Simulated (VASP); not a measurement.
# In4Sb3As (P-4m2) in VASP: single point with PBE

Aim: the single point of In4Sb3As with PBE.

All numbers are computed with VASP 6.6.1; they aren't measurements. Logs are shortened: lines on timing, memory, paths and dates and some standing lists are left out, and cuts for length are marked.

## 1. The cell of the first run

It takes space group P-4m2 (No. 115, tetragonal). The conventional cell has a = 4.706 Å, b = 4.706 Å, c = 13.293 Å, α = 90.00°, β = 90.00°, γ = 90.00°. In (site symmetry 2mm) has 4 Sb at 2.91 Å within 3.8 Å. Within 3.7 Å of In (site symmetry 2mm) lie 2 As at 2.79 Å and 2 Sb at 2.91 Å. Within 3.8 Å of Sb (site symmetry 2mm) lie 4 In at 2.91 Å. Within 3.8 Å of Sb (site symmetry -4m2) lie 4 In at 2.91 Å. Within 3.7 Å of As (site symmetry -4m2) lie 4 In at 2.79 Å.

## 2. Single point, PBE (36.80 Å³/atom)

Input file INCAR:

```
SYSTEM = In4Sb3As
PREC     = Accurate       ! precision mode
ENCUT    = 520            ! plane-wave cutoff, eV
EDIFF    = 1E-7           ! SCF threshold, eV
ISMEAR   = 0              ! smearing method
SIGMA    = 0.1            ! smearing width, eV
LREAL    = .FALSE.        ! projectors in reciprocal space
LASPH    = .TRUE.         ! aspherical terms in the spheres
NELM     = 80             ! most SCF steps
ALGO     = Normal         ! electronic algorithm
ISIF     = 2              ! what is computed and relaxed
LWAVE    = .FALSE.        ! write WAVECAR
LCHARG   = .FALSE.        ! write CHGCAR
GGA      = PE             ! functional
NBANDS   = 46             ! bands
```

Input file KPOINTS:

```
Automatic mesh
0
G
  8 8 4
  0 0 0
```

Input file POSCAR:

```
In4Sb3As
1.0
    4.7058898770      0.0000000000      0.0000000000
    0.0000000000      4.7058898770      0.0000000000
    0.0000000000      0.0000000000     13.2927544008
In Sb As
4 3 1
Direct
    0.5000000000      0.0000000000      0.6292050499
    0.0000000000      0.5000000000      0.8869257355
    0.5000000000      0.0000000000      0.1130742645
    0.0000000000      0.5000000000      0.3707949501
    0.5000000000      0.5000000000      0.2420123700
    0.0000000000      0.0000000000      0.5000000000
    0.5000000000      0.5000000000      0.7579876300
    0.0000000000      0.0000000000      0.0000000000
```

Potentials or basis: VASP PAW PBE potentials, release 64 (In_d, Sb, As).

Launch:

```bash
$ cat potpaw_PBE.64/In_d/POTCAR potpaw_PBE.64/Sb/POTCAR potpaw_PBE.64/As/POTCAR > POTCAR
$ mpirun -np 1 vasp_std > vasp.out
```

OUTCAR:

```text
SYSTEM = In4Sb3As
   PREC = Accurate
   ENCUT = 520
   EDIFF = 1E-7
   ISMEAR = 0
   LREAL = .FALSE.
   LASPH = .TRUE.
   NELM = 80
   ISIF = 2
   GGA = PE

 ion  position               nearest neighbor table
   1  0.500  0.000  0.629-   7 2.91   7 2.91   6 2.91   6 2.91
   2  0.000  0.500  0.887-   8 2.79   8 2.79   7 2.91   7 2.91
   3  0.500  0.000  0.113-   8 2.79   8 2.79   5 2.91   5 2.91
   4  0.000  0.500  0.371-   5 2.91   5 2.91   6 2.91   6 2.91
   5  0.500  0.500  0.242-   4 2.91   4 2.91   3 2.91   3 2.91
   6  0.000  0.000  0.500-   1 2.91   4 2.91   4 2.91   1 2.91
   7  0.500  0.500  0.758-   1 2.91   1 2.91   2 2.91   2 2.91
   8  0.000  0.000  0.000-   2 2.79   3 2.79   2 2.79   3 2.79

  LATTYP: Found a simple tetragonal cell.
 ALAT       =     4.7058898770
 C/A-ratio  =     2.8247057939

  Lattice vectors:

 A1 = (   4.7058898770,   0.0000000000,   0.0000000000)
 A2 = (   0.0000000000,   4.7058898770,   0.0000000000)
 A3 = (   0.0000000000,   0.0000000000,  13.2927544008)

Analysis of symmetry for initial positions (statically):
=====================================================================
 Subroutine PRICEL returns:
 Original cell was already a primitive cell.

 Routine SETGRP: Setting up the symmetry group for a
 simple tetragonal supercell.

 Subroutine GETGRP returns: Found  8 space group operations
 (whereof  8 operations were pure point group operations)
 out of a pool of 16 trial point group operations.

The static configuration has the point symmetry D_2d.

Analysis of symmetry for dynamics (positions and initial velocities):
=====================================================================
 Subroutine PRICEL returns:
 Original cell was already a primitive cell.

 Routine SETGRP: Setting up the symmetry group for a
 simple tetragonal supercell.

 Subroutine GETGRP returns: Found  8 space group operations
 (whereof  8 operations were pure point group operations)
 out of a pool of 16 trial point group operations.

The dynamic configuration has the point symmetry D_2d.

 Subroutine INISYM returns: Found  8 space group operations
 (whereof  8 operations are pure point group operations),
 and found     1 'primitive' translations

----------------------------------------------------------------------------------------

                                     Primitive cell

  volume of cell :     294.3734

  direct lattice vectors                    reciprocal lattice vectors
     4.705889877  0.000000000  0.000000000     0.212499660  0.000000000  0.000000000
     0.000000000  4.705889877  0.000000000     0.000000000  0.212499660  0.000000000
     0.000000000  0.000000000 13.292754401     0.000000000  0.000000000  0.075228953

  length of vectors
     4.705889877  4.705889877 13.292754401     0.212499660  0.212499660  0.075228953

  position of ions in fractional coordinates (direct lattice)
     0.500000000  0.000000000  0.629205050
     0.000000000  0.500000000  0.886925736
     0.500000000  0.000000000  0.113074264
     0.000000000  0.500000000  0.370794950
     0.500000000  0.500000000  0.242012370
     0.000000000  0.000000000  0.500000000
     0.500000000  0.500000000  0.757987630
     0.000000000  0.000000000  0.000000000

  ion indices of the primitive-cell ions
   primitive index   ion index
                 1           1
                 2           2
                 3           3
                 4           4
                 5           5
                 6           6
                 7           7
                 8           8

----------------------------------------------------------------------------------------

 KPOINTS: Automatic mesh

Automatic generation of k-mesh.
 Grid dimensions read from file:
 generate k-points for:    8    8    4

 Generating k-lattice:

  Cartesian coordinates                     Fractional coordinates (reciprocal lattice)
     0.026562458  0.000000000  0.000000000     0.125000000  0.000000000  0.000000000
     0.000000000  0.026562458  0.000000000     0.000000000  0.125000000  0.000000000
     0.000000000  0.000000000  0.018807238     0.000000000  0.000000000  0.250000000

  Length of vectors
     0.026562458  0.026562458  0.018807238

  Shift w.r.t. Gamma in fractional coordinates (k-lattice)
     0.000000000  0.000000000  0.000000000

 Subroutine IBZKPT returns following result:
 ===========================================

 Found     45 irreducible k-points:

 Following reciprocal coordinates:
            Coordinates               Weight
  0.000000  0.000000  0.000000      1.000000
  0.125000  0.000000  0.000000      4.000000
  0.250000  0.000000  0.000000      4.000000
  0.375000  0.000000  0.000000      4.000000
  0.500000  0.000000  0.000000      2.000000
  0.125000  0.125000  0.000000      4.000000
[... 16 lines left out ...]
  0.375000  0.125000  0.250000     16.000000
  0.500000  0.125000  0.250000      8.000000
 [... further k-points ...]
   k-points           NKPTS =     45   k-points in BZ     NKDIM =     45   number of bands    NBANDS=     46
   number of dos      NEDOS =    301   number of ions     NIONS =      8
   total plane-waves  NPLWV = 129600
   dimension x,y,z NGX =    36 NGY =   36 NGZ =  100
   dimension x,y,z NGXF=    72 NGYF=   72 NGZF=  200
   ions per type =               4   3   1
   NGX,Y,Z   is equivalent  to a cutoff of  12.72, 12.72, 12.51 a.u.
   NGXF,Y,Z  is equivalent  to a cutoff of  25.44, 25.44, 25.01 a.u.
 SYSTEM =  In4Sb3As
   PREC   = accura    normal or accurate (medium, high low for compatibility)
   ISTART =      0    job   : 0-new  1-cont  2-samecut
   ICHARG =      2    charge: 1-file 2-atom 10-const
   ISPIN  =      1    spin polarized calculation?
   LNONCOLLINEAR =      F non collinear calculations
   LSORBIT =      F    spin-orbit coupling
   LASPH  =      T    aspherical Exc in radial PAW
   ENCUT  =  520.0 eV  38.22 Ry    6.18 a.u.   8.75  8.75 24.72*2*pi/ulx,y,z
   NELM   =     80;   NELMIN=  2; NELMDL= -5     # of ELM steps
   EDIFF  = 0.1E-06   stopping-criterion for ELM
   LREAL  =      F    real-space projection
   EDIFFG = 0.1E-05   stopping-criterion for IOM
   NSW    =      0    number of steps for IOM
   IBRION =     -1    ionic relax: 0-MD 1-quasi-New 2-CG
   NFREE  =      0    steps in history (QN), initial steepest desc. (CG)
   ISIF   =      2    stress and relaxation
   ISYM   =      2    0-nonsym 1-usesym 2-fastsym
   POTIM  = 0.5000    time-step for ionic-motion
   TEBEG  =    0.0;   TEEND  =   0.0 temperature during run
   PSTRESS=    0.0 pullay stress
   NELECT =      72.0000    total number of electrons
   NUPDOWN=      -1.0000    fix difference up-down
   EMIN   =  10.00;   EMAX   =-10.00  energy-range for DOS
   EFERMI =   0.00;   METHOD = LEGACY
   ISMEAR =     0;   SIGMA  =   0.10  broadening in eV -4-tet -1-fermi 0-gaus
   EFERMI_NEDOS =   21; number of points for ismear=-14 and -15
   IALGO  =     38    algorithm
   IMIX   =      4    mixing-type and parameters
     AMIX     =   0.40;   BMIX     =  1.00
     AMIX_MAG =   1.60;   BMIX_MAG =  1.00
  volume/ion in A,a.u.               =      36.80       248.32
  Fermi-wavevector in a.u.,A,eV,Ry     =   1.023810  1.934721 14.261457  1.048188
  Thomas-Fermi vector in A             =   2.157564
   LORBIT       =      0    0 simple, 1 ext, 2 COOP (PROOUT), +10 PAW based schemes
   GGA     = PE    functional components
   LHFCALC =     F    Hartree Fock is set to
   AEXX    =    0.0000 exact exchange contribution
   IVDW    =     0    specifies the selected vdW correction
   LEPSILON=     F    determine dielectric tensor
   LRPA    =     F    only Hartree local field effects (RPA)
 non-spin polarized calculation
 Gauss-broadening in eV      SIGMA  =   0.10
  energy-cutoff  :      520.00
  volume of cell :      294.37
 maximum number of plane-waves:      7970
 NGX is ok and might be reduce to    36
   NGX = 17   NGY = 17   NGZ = 49

 number of electron      72.0000006 magnetization

 Free energy of the ion-electron system (eV)
  ---------------------------------------------------
  ext. energy  EPLUGINS =         0.00000000
  ---------------------------------------------------
  free energy    TOTEN  =       -28.35489522 eV

  energy without entropy =      -28.35388629  energy(sigma->0) =      -28.35439076

 E-fermi :   3.8146     XC(G=0):  -8.2420

 val. band max:        3.7680420067   @ k =   0.0000   0.0000   0.0000
 cond. band min:       3.9476617758   @ k =   0.5000   0.0000   0.0000
 fundamental gap:      0.1796197691
 Fermi energy:         3.8146405794

 k-point     1 :       0.0000    0.0000    0.0000
  band No.  band energies     occupation
      1     -10.6802      2.00000
      2     -10.6348      2.00000
      3     -10.6326      2.00000
      4     -10.6222      2.00000
      5     -10.6222      2.00000
      6     -10.6061      2.00000
[... 38 lines left out ...]
     45       6.8951      0.00000
     46       6.9267      0.00000

 k-point     2 :       0.1250    0.0000    0.0000
  band No.  band energies     occupation
      1     -10.6781      2.00000
      2     -10.6361      2.00000
      3     -10.6332      2.00000
      4     -10.6217      2.00000
      5     -10.6215      2.00000
      6     -10.6041      2.00000
[... 38 lines left out ...]
     45       6.9780      0.00000
     46       7.2740      0.00000

 k-point     3 :       0.2500    0.0000    0.0000
  band No.  band energies     occupation
      1     -10.6736      2.00000
      2     -10.6431      2.00000
      3     -10.6325      2.00000
      4     -10.6217      2.00000
      5     -10.6196      2.00000
      6     -10.5995      2.00000
[... 38 lines left out ...]
     45       7.3604      0.00000
     46       7.9985      0.00000

 k-point     4 :       0.3750    0.0000    0.0000
  band No.  band energies     occupation
      1     -10.6702      2.00000
      2     -10.6505      2.00000
      3     -10.6331      2.00000
      4     -10.6242      2.00000
      5     -10.6175      2.00000
      6     -10.5982      2.00000
[... 920 lines left out ...]
     45       7.6542      0.00000
     46       8.0373      0.00000

 k-point    23 :       0.3750    0.1250    0.2500
  band No.  band energies     occupation
      1     -10.6723      2.00000
      2     -10.6523      2.00000
      3     -10.6396      2.00000
      4     -10.6271      2.00000
      5     -10.6105      2.00000
      6     -10.5987      2.00000
[... 38 lines left out ...]
     45       8.0095      0.00000
     46       8.2281      0.00000

 k-point    24 :       0.5000    0.1250    0.2500
  band No.  band energies     occupation
      1     -10.6723      2.00000
      2     -10.6555      2.00000
      3     -10.6404      2.00000
      4     -10.6284      2.00000
      5     -10.6103      2.00000
      6     -10.5979      2.00000
[... 38 lines left out ...]
     45       8.1175      0.00000
     46       8.1495      0.00000

 [... further k-points ...]

------------------------ aborting loop because EDIFF is reached ----------------------------------------

  FORCE on cell =-STRESS in cart. coord.  units (eV):
  Direction    XX          YY          ZZ          XY          YZ          ZX
  --------------------------------------------------------------------------------------
  -------------------------------------------------------------------------------------
  Total       -3.6456836     -3.6456836     -3.6502294      0.0000000      0.0000000     -0.0000000
  in kB      -19.8422566    -19.8422566    -19.8669977      0.0000000      0.0000000     -0.0000000
  external PRESSURE =     -19.8505036 kB  Pullay stress =       0.0000000 kB

 VOLUME and BASIS-vectors are now :
 -----------------------------------------------------------------------------
  energy-cutoff  :      520.00
  volume of cell :      294.37
      direct lattice vectors                 reciprocal lattice vectors
     4.705889877  0.000000000  0.000000000     0.212499660  0.000000000  0.000000000
     0.000000000  4.705889877  0.000000000     0.000000000  0.212499660  0.000000000
     0.000000000  0.000000000 13.292754401     0.000000000  0.000000000  0.075228953

 POSITION                                       TOTAL-FORCE (eV/Angst)
 -----------------------------------------------------------------------------------
      2.35294      0.00000      8.36387         0.000000      0.000000      0.001404
      0.00000      2.35294     11.78969         0.000000      0.000000     -0.006179
      2.35294      0.00000      1.50307        -0.000000      0.000000      0.006179
      0.00000      2.35294      4.92889         0.000000      0.000000     -0.001404
      2.35294      2.35294      3.21701         0.000000     -0.000000     -0.000244
      0.00000      0.00000      6.64638         0.000000      0.000000     -0.000000
      2.35294      2.35294     10.07574         0.000000     -0.000000      0.000244
      0.00000      0.00000      0.00000         0.000000      0.000000     -0.000000
 -----------------------------------------------------------------------------------
    total drift:                                0.000000      0.000000     -0.000000

  FREE ENERGIE OF THE ION-ELECTRON SYSTEM (eV)
  ---------------------------------------------------
  free  energy   TOTEN  =       -28.3548952217 eV

  energy  without entropy=      -28.3538862917  energy(sigma->0) =      -28.35439076
```

It took 18 min on 1 thread of Intel Xeon 8259CL, shared host; peak memory 0.71 GiB.

Results:

```yaml
Free_energy: -28.3549 eV
Pressure: -2.0 GPa
Largest_force: 0.006 eV/Å
Band_gap_on_the_k_mesh: zero (filled and empty bands touch)
```

Forces in eV/Å, atoms in the order of the input:
```
In   0.000  0.000  0.001
In   0.000  0.000 -0.006
In   0.000  0.000  0.006
In   0.000  0.000 -0.001
Sb   0.000  0.000  0.000
Sb   0.000  0.000  0.000
Sb   0.000  0.000  0.000
As   0.000  0.000  0.000
```

Caveat: semilocal functionals underestimate gaps, so a narrow gap can read as zero; spin-orbit coupling is left out, which moves the levels of the heavy elements.
